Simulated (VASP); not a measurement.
# La2Y2O (I4mm) in VASP: relaxation of cell and atoms with PBE

Aim: the relaxation of cell and atoms of La2Y2O with PBE.

All numbers are computed with VASP 6.6.1; they aren't measurements. Logs are shortened: lines on timing, memory, paths and dates and some standing lists are left out, and cuts for length are marked.

## (1) The cell of the first run

It takes space group I4mm (No. 107, tetragonal). Conventional cell: a = 4.830 Å, b = 4.830 Å, c = 10.730 Å, α = 90.00°, β = 90.00°, γ = 90.00°. La (site symmetry 2mm) has 2 Y at 2.36 to 3.00 Å and 2 O at 2.67 Å within 3.1 Å. Within 3.1 Å of Y (site symmetry 2mm) lie 2 La at 2.36 to 3.00 Å and 2 O at 2.71 Å. Within 3.5 Å of O (site symmetry 4mm) lie 4 La at 2.67 Å and 4 Y at 2.71 Å.

The cell was generated, and may not be a known phase.

## (2) Relaxation of cell and atoms, PBE

File INCAR:

```
PREC = Accurate
ENCUT = 600
EDIFF = 1E-6
ISMEAR = 0
SIGMA = 0.2
LREAL = False
LASPH = True
NELM = 60
ALGO = Normal
ISIF = 3
LWAVE = False
LCHARG = False
GGA = PE
IBRION = 2
NSW = 36
EDIFFG = -0.08
```

File KPOINTS:

```
regular mesh
0
Gamma
  5 5 5
```

File POSCAR:

```
La2Y2O
1.0
   -2.4152127200      2.4152127200      5.3651807800
    2.4152127200     -2.4152127200      5.3651807800
    2.4152127200      2.4152127200     -5.3651807800
La Y O
2 2 1
Direct
    0.5053205200      0.0053205200      0.5000000000
    0.0053205200      0.5053205200      0.5000000000
    0.2852055700      0.7852055700      0.5000000000
    0.7852055700      0.2852055700      0.5000000000
    0.8995071000      0.8995071000      0.0000000000
```

Potentials or basis: VASP PAW PBE potentials, release 64 (La, Y_sv, O).

The run is started by

```sh
> cat potpaw_PBE.64/La/POTCAR potpaw_PBE.64/Y_sv/POTCAR potpaw_PBE.64/O/POTCAR > POTCAR
> mpirun -np 1 vasp_std > vasp.out
```

OUTCAR:

```text
PREC = Accurate
   ENCUT = 600
   EDIFF = 1E-6
   ISMEAR = 0
   LREAL = False
   LASPH = True
   NELM = 60
   ISIF = 3
   GGA = PE
   IBRION = 2
   NSW = 36
   EDIFFG = -0.08

 ion  position               nearest neighbor table
   1  0.505  0.005  0.500-   3 2.36   5 2.67   5 2.67   4 3.00   2 3.42   2 3.42   2 3.42   2 3.42

   2  0.005  0.505  0.500-   4 2.36   5 2.67   5 2.67   3 3.00   1 3.42   1 3.42   1 3.42   1 3.42

   3  0.285  0.785  0.500-   1 2.36   5 2.71   5 2.71   2 3.00   4 3.42   4 3.42   4 3.42   4 3.42

   4  0.785  0.285  0.500-   2 2.36   5 2.71   5 2.71   1 3.00   3 3.42   3 3.42   3 3.42   3 3.42

   5  0.900  0.900  0.000-   1 2.67   2 2.67   1 2.67   2 2.67   3 2.71   4 2.71   4 2.71   3 2.71

  LATTYP: Found a body centered tetragonal cell.
 ALAT       =     4.8304254400
 C/A-ratio  =     2.2214112801

  Lattice vectors:

 A1 = (  -2.4152127200,   2.4152127200,   5.3651807800)
 A2 = (   2.4152127200,  -2.4152127200,   5.3651807800)
 A3 = (   2.4152127200,   2.4152127200,  -5.3651807800)

Analysis of symmetry for initial positions (statically):
=====================================================================
 Subroutine PRICEL returns:
 Original cell was already a primitive cell.

 Routine SETGRP: Setting up the symmetry group for a
 body centered tetragonal supercell.

 Subroutine GETGRP returns: Found  8 space group operations
 (whereof  8 operations were pure point group operations)
 out of a pool of 16 trial point group operations.

The static configuration has the point symmetry C_4v.

Analysis of symmetry for dynamics (positions and initial velocities):
=====================================================================
 Subroutine PRICEL returns:
 Original cell was already a primitive cell.

 Routine SETGRP: Setting up the symmetry group for a
 body centered tetragonal supercell.

 Subroutine GETGRP returns: Found  8 space group operations
 (whereof  8 operations were pure point group operations)
 out of a pool of 16 trial point group operations.

The dynamic configuration has the point symmetry C_4v.

 Subroutine INISYM returns: Found  8 space group operations
 (whereof  8 operations are pure point group operations),
 and found     1 'primitive' translations

----------------------------------------------------------------------------------------

                                     Primitive cell

  volume of cell :     125.1858

  direct lattice vectors                    reciprocal lattice vectors
    -2.415212720  2.415212720  5.365180780     0.000000000  0.207021102  0.093193505
     2.415212720 -2.415212720  5.365180780     0.207021102  0.000000000  0.093193505
     2.415212720  2.415212720 -5.365180780     0.207021102  0.207021102  0.000000000

  length of vectors
     6.360162716  6.360162716  6.360162716     0.227030320  0.227030320  0.292772051

  position of ions in fractional coordinates (direct lattice)
     0.505320520  0.005320520  0.500000000
     0.005320520  0.505320520  0.500000000
     0.285205570  0.785205570  0.500000000
     0.785205570  0.285205570  0.500000000
     0.899507100  0.899507100  0.000000000

  ion indices of the primitive-cell ions
   primitive index   ion index
                 1           1
                 2           2
                 3           3
                 4           4
                 5           5

----------------------------------------------------------------------------------------

 KPOINTS: regular mesh

Automatic generation of k-mesh.
 Grid dimensions read from file:
 generate k-points for:    5    5    5

 Generating k-lattice:

  Cartesian coordinates                     Fractional coordinates (reciprocal lattice)
     0.000000000  0.041404220  0.018638701     0.200000000  0.000000000  0.000000000
     0.041404220  0.000000000  0.018638701     0.000000000  0.200000000  0.000000000
     0.041404220  0.041404220  0.000000000     0.000000000  0.000000000  0.200000000

  Length of vectors
     0.045406064  0.045406064  0.058554410

  Shift w.r.t. Gamma in fractional coordinates (k-lattice)
     0.000000000  0.000000000  0.000000000

 Subroutine IBZKPT returns following result:
 ===========================================

 Found     18 irreducible k-points:

 Following reciprocal coordinates:
            Coordinates               Weight
  0.000000  0.000000  0.000000      1.000000
  0.200000 -0.000000  0.000000      8.000000
  0.400000  0.000000  0.000000      8.000000
  0.200000  0.200000  0.000000      8.000000
  0.400000  0.200000  0.000000     16.000000
 -0.400000  0.200000  0.000000     16.000000
[... 10 lines left out ...]
 -0.400000  0.400000  0.400000      4.000000
 -0.400000 -0.400000  0.400000      2.000000
   k-points           NKPTS =     18   k-points in BZ     NKDIM =     18   number of bands    NBANDS=     30
   number of dos      NEDOS =    301   number of ions     NIONS =      5
   total plane-waves  NPLWV = 157464
   dimension x,y,z NGX =    54 NGY =   54 NGZ =   54
   dimension x,y,z NGXF=   108 NGYF=  108 NGZF=  108
   ions per type =               2   2   1
   NGX,Y,Z   is equivalent  to a cutoff of  14.11, 14.11, 14.11 a.u.
   NGXF,Y,Z  is equivalent  to a cutoff of  28.23, 28.23, 28.23 a.u.
 SYSTEM =  unknown system
   PREC   = accura    normal or accurate (medium, high low for compatibility)
   ISTART =      0    job   : 0-new  1-cont  2-samecut
   ICHARG =      2    charge: 1-file 2-atom 10-const
   ISPIN  =      1    spin polarized calculation?
   LNONCOLLINEAR =      F non collinear calculations
   LSORBIT =      F    spin-orbit coupling
   LASPH  =      T    aspherical Exc in radial PAW
   ENCUT  =  600.0 eV  44.10 Ry    6.64 a.u.  12.70 12.70 12.70*2*pi/ulx,y,z
   NELM   =     60;   NELMIN=  2; NELMDL= -5     # of ELM steps
   EDIFF  = 0.1E-05   stopping-criterion for ELM
   LREAL  =      F    real-space projection
   EDIFFG = -.8E-01   stopping-criterion for IOM
   NSW    =     36    number of steps for IOM
   IBRION =      2    ionic relax: 0-MD 1-quasi-New 2-CG
   NFREE  =      1    steps in history (QN), initial steepest desc. (CG)
   ISIF   =      3    stress and relaxation
   ISYM   =      2    0-nonsym 1-usesym 2-fastsym
   POTIM  = 0.5000    time-step for ionic-motion
   TEBEG  =    0.0;   TEEND  =   0.0 temperature during run
   PSTRESS=    0.0 pullay stress
   NELECT =      50.0000    total number of electrons
   NUPDOWN=      -1.0000    fix difference up-down
   EMIN   =  10.00;   EMAX   =-10.00  energy-range for DOS
   EFERMI =   0.00;   METHOD = LEGACY
   ISMEAR =     0;   SIGMA  =   0.20  broadening in eV -4-tet -1-fermi 0-gaus
   EFERMI_NEDOS =   21; number of points for ismear=-14 and -15
   IALGO  =     38    algorithm
   IMIX   =      4    mixing-type and parameters
     AMIX     =   0.40;   BMIX     =  1.00
     AMIX_MAG =   1.60;   BMIX_MAG =  1.00
  volume/ion in A,a.u.               =      25.04       168.96
  Fermi-wavevector in a.u.,A,eV,Ry     =   1.205627  2.278306 19.776579  1.453538
  Thomas-Fermi vector in A             =   2.341318
   LORBIT       =      0    0 simple, 1 ext, 2 COOP (PROOUT), +10 PAW based schemes
   GGA     = PE    functional components
   LHFCALC =     F    Hartree Fock is set to
   AEXX    =    0.0000 exact exchange contribution
   IVDW    =     0    specifies the selected vdW correction
   LEPSILON=     F    determine dielectric tensor
   LRPA    =     F    only Hartree local field effects (RPA)
 conjugate gradient relaxation of ions
 non-spin polarized calculation
 Gauss-broadening in eV      SIGMA  =   0.20
  energy-cutoff  :      600.00
  volume of cell :      125.19
 maximum number of plane-waves:      4197
 NGX is ok and might be reduce to    54
   NGX = 25   NGY = 25   NGZ = 25

--------------------------------------- Ionic step        1  -------------------------------------------

 number of electron      50.0000000 magnetization

 Free energy of the ion-electron system (eV)
  ---------------------------------------------------
  ext. energy  EPLUGINS =         0.00000000
  ---------------------------------------------------
  free energy    TOTEN  =       -25.97573466 eV

  energy without entropy =      -25.86302181  energy(sigma->0) =      -25.91937823

------------------------ aborting loop because EDIFF is reached ----------------------------------------

  FORCE on cell =-STRESS in cart. coord.  units (eV):
  Direction    XX          YY          ZZ          XY          YZ          ZX
  --------------------------------------------------------------------------------------
  -------------------------------------------------------------------------------------
  Total       -3.8138501     -3.8138501     35.1372602      0.0000000      0.0000000      0.0000000
  in kB      -48.8111542    -48.8111542    449.7004806      0.0000000      0.0000000      0.0000000
  external PRESSURE =     117.3593907 kB  Pullay stress =       0.0000000 kB
[... 98 lines left out ...]
  FREE ENERGIE OF THE ION-ELECTRON SYSTEM (eV)
  ---------------------------------------------------
  free  energy   TOTEN  =       -29.2252396214 eV

  energy  without entropy=      -29.0615500861  energy(sigma->0) =      -29.14339485

 E-fermi :   6.6699     XC(G=0): -10.0221

 val. band max:        6.6672884498   @ k =   0.2000  -0.0000   0.0000
 cond. band min:       6.6783706822   @ k =   0.4000   0.0000   0.0000
 fundamental gap:      0.0110822324
 Fermi energy:         6.6698654125

 k-point     1 :       0.0000    0.0000    0.0000
  band No.  band energies     occupation
      1     -36.3542      2.00000
      2     -36.1629      2.00000
      3     -26.4011      2.00000
      4     -25.6540      2.00000
      5     -16.7165      2.00000
      6     -16.7165      2.00000
[... 583 lines left out ...]
     29       7.2279      0.00008
     30       7.7611      0.00000

[... ionic steps 4 to 32 ...]

--------------------------------------- Ionic step       33  -------------------------------------------

 number of electron      49.9999998 magnetization

------------------------ aborting loop because EDIFF is reached ----------------------------------------

  FORCE on cell =-STRESS in cart. coord.  units (eV):
  Direction    XX          YY          ZZ          XY          YZ          ZX
  --------------------------------------------------------------------------------------
  -------------------------------------------------------------------------------------
  Total       -1.6528313     -1.6528313     -0.9547902      0.0000000      0.0000000      0.0000000
  in kB      -17.1761416    -17.1761416     -9.9221330      0.0000000      0.0000000      0.0000000
  external PRESSURE =     -14.7581387 kB  Pullay stress =       0.0000000 kB
[... 63 lines left out ...]
  energy  without entropy=      -30.1261453552  energy(sigma->0) =      -30.21164830

--------------------------------------- Ionic step       35  -------------------------------------------

 number of electron      49.9999999 magnetization

 Free energy of the ion-electron system (eV)
  ---------------------------------------------------
  ext. energy  EPLUGINS =         0.00000000
  ---------------------------------------------------
  free energy    TOTEN  =       -30.30226565 eV

  energy without entropy =      -30.13179876  energy(sigma->0) =      -30.21703221

 E-fermi :   5.5081     XC(G=0):  -9.4152

 val. band max:        5.4990475537   @ k =  -0.4000   0.4000   0.2000
 cond. band min:       5.5146281266   @ k =   0.2000  -0.0000   0.0000
 fundamental gap:      0.0155805729
 Fermi energy:         5.5081070260

 k-point     1 :       0.0000    0.0000    0.0000
  band No.  band energies     occupation
      1     -37.6239      2.00000
      2     -37.4743      2.00000
      3     -27.5408      2.00000
      4     -26.9575      2.00000
      5     -17.9380      2.00000
      6     -17.9380      2.00000
[... 615 lines left out ...]
  FREE ENERGIE OF THE ION-ELECTRON SYSTEM (eV)
  ---------------------------------------------------
  free  energy   TOTEN  =       -30.3022656463 eV

  energy  without entropy=      -30.1317987650  energy(sigma->0) =      -30.21703221

 reached required accuracy - stopping structural energy minimisation
```

Wall time 56 min (1 thread of Intel Xeon 6975P-C (Granite Rapids), shared host); peak memory 0.57 GiB.

What came out:

```yaml
Free_energy: -30.3023 eV
Relaxed_volume: 29.89 Å³/atom
Relaxed_cell: a = 7.795 Å, b = 7.795 Å, c = 7.795 Å, α = 145.74°, β = 145.74°, γ = 49.24°
Space_group_after_relaxing_to_0.1_Å: I4/mmm (No. 139)
Energy_gained_by_relaxing: 865.3 meV/atom
Ionic_steps: 35
Pressure_after_relaxing: -0.2 GPa
Largest_force_after_relaxing: 0.041 eV/Å
Band_gap_on_the_k_mesh: zero (bands 25 and 26 overlap by 1.02 eV)
```

Forces in eV/Å, atoms in the order of the input:
```
La   0.000  0.000 -0.009
La   0.000  0.000 -0.009
Y    0.000  0.000  0.030
Y    0.000  0.000  0.030
O    0.000  0.000 -0.041
```

Step by step:
```tsv
step	energy change (eV)	largest force (eV/Å)	pressure (GPa)	volume (Å³)
1	0.0000	5.7635	11.74	125.19
2	-2.1829	1.4074	-5.27	155.52
3	-3.2495	0.6000	-2.71	140.54
4	-3.2526	0.5637	-2.61	140.25
5	-3.2553	0.4917	-2.41	139.68
6	-3.4468	0.3957	-0.55	132.65
7	-3.4834	0.3497	0.94	128.44
8	-3.4834	0.3464	1.08	128.12
9	-3.5182	0.3114	0.45	130.14
10	-3.5310	0.3427	-0.32	132.44
11	-3.5447	0.4108	-0.18	131.98
12	-3.5722	0.5742	0.31	130.60
13	-3.5212	1.1164	2.06	127.88
14	-3.5750	0.6079	0.52	130.16
15	-3.5800	0.6151	0.53	130.14
16	-3.5952	0.6332	0.56	130.07
17	-3.6254	0.6642	0.69	129.93
18	-3.6730	0.8068	1.20	129.66
19	-3.6396	1.1627	3.14	129.10
20	-3.6850	0.9117	1.71	129.48
21	-3.7132	0.8882	1.61	130.05
22	-3.7839	0.8519	1.54	131.77
23	-3.8832	0.8314	1.88	135.24
24	-4.0345	0.7645	2.43	142.23
25	-3.4132	1.8615	-3.76	156.53
26	-4.0843	0.6940	2.09	143.95
27	-4.0383	0.7546	-0.88	150.20
28	-4.1134	0.6191	1.38	145.71
29	-4.1177	0.6186	0.75	147.15
30	-4.1187	0.6120	0.93	146.70
31	-4.1843	0.5378	0.09	149.29
32	-4.2460	0.3149	-1.82	155.67
33	-4.2853	0.2003	-1.48	154.17
34	-4.3214	0.0685	-0.65	150.80
35	-4.3265	0.0412	-0.20	149.43
```

Final structure:
```cif
data_structure
_symmetry_space_group_name_H-M 'P 1'
_symmetry_Int_Tables_number 1
_cell_length_a 7.7947
_cell_length_b 7.7947
_cell_length_c 7.7947
_cell_angle_alpha 145.737
_cell_angle_beta 145.737
_cell_angle_gamma 49.237
_cell_volume 149.43
loop_
_atom_site_label
_atom_site_type_symbol
_atom_site_fract_x
_atom_site_fract_y
_atom_site_fract_z
_atom_site_occupancy
La1 La 0.54579 0.04579 0.50000 1
La2 La 0.04579 0.54579 0.50000 1
Y1 Y 0.29523 0.79523 0.50000 1
Y2 Y 0.79523 0.29523 0.50000 1
O1 O 0.79852 0.79852 0.00000 1
```

Caveat: the volume moved by over 15 % at a fixed basis, so the end points are rough; the highest band is partly filled, so the run has too few bands; spin-orbit coupling is left out, which moves the levels of the heavy elements; the relaxation stopped at a loose force limit of 0.08 eV/Å, so its end isn't a converged minimum.
